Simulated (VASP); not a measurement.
Write the native input for VASP 6.6.1 that does the following.

| Property | Result |
| --- | --- |
| Task | single point |
| Functional | PBEsol |
| Potentials or basis | VASP PAW PBE potentials, release 64 (Re) |
| Cutoff | 520 eV |
| k mesh | 20 × 20 × 20 |
| Occupations | gaussian, width 0.15 eV |
| Spin | no spin polarisation |
| Dipole correction | no |
| Further INCAR settings | ALGO = Fast; EDIFF = 1e-06; NBANDS = 10 |

The structure of Re lies in POSCAR:

```
Re
1.0
    0.0000000000      1.8170000000      1.9750000000
    1.8170000000      0.0000000000      1.9750000000
    1.8170000000      1.8170000000      0.0000000000
Re
1
Direct
    0.0000000000      0.0000000000      0.0000000000
```

This cell differs from its parent crystal: strain -0.080 along x and y, +0.000 along z.

The input as run:

INCAR

```
SYSTEM = Re
  PREC = Accurate
  ENCUT = 520
  EDIFF = 1E-6
  ISMEAR = 0
  SIGMA = 0.15
  LREAL = .False.
  LASPH = .True.
  NELM = 100
  ALGO = Fast
  ISIF = 2
  LWAVE = .False.
  LCHARG = .True.
  GGA = PS
  LELF = .True.
  LVHAR = .True.
  NBANDS = 10
```

KPOINTS

```
regular mesh
0
Gamma
  20 20 20
  0 0 0
```

Potentials or basis: VASP PAW PBE potentials, release 64 (Re).

Command:

```bash
$ cat potpaw_PBE.64/Re/POTCAR > POTCAR
$ mpirun -np 1 vasp_std > vasp.out
```

Results of the run:

```json
{
  "Pressure": "59.4 GPa",
  "Band gap on the k mesh": "zero (an odd number of electrons rules out a gap without spin polarisation)"
}
```

Caveat: the cell differs from its parent crystal (strain -0.080 along x and y, +0.000 along z); the cell stands under pressure; the PAW data sets were made with another functional, which shifts forces and pressure a little; spin-orbit coupling is left out, which moves the levels of the heavy elements.

Run time: 44 s on 1 thread of AMD EPYC 9R45 96-Core Processor (Zen 5), with other jobs on the host, peak memory 0.17 GiB.
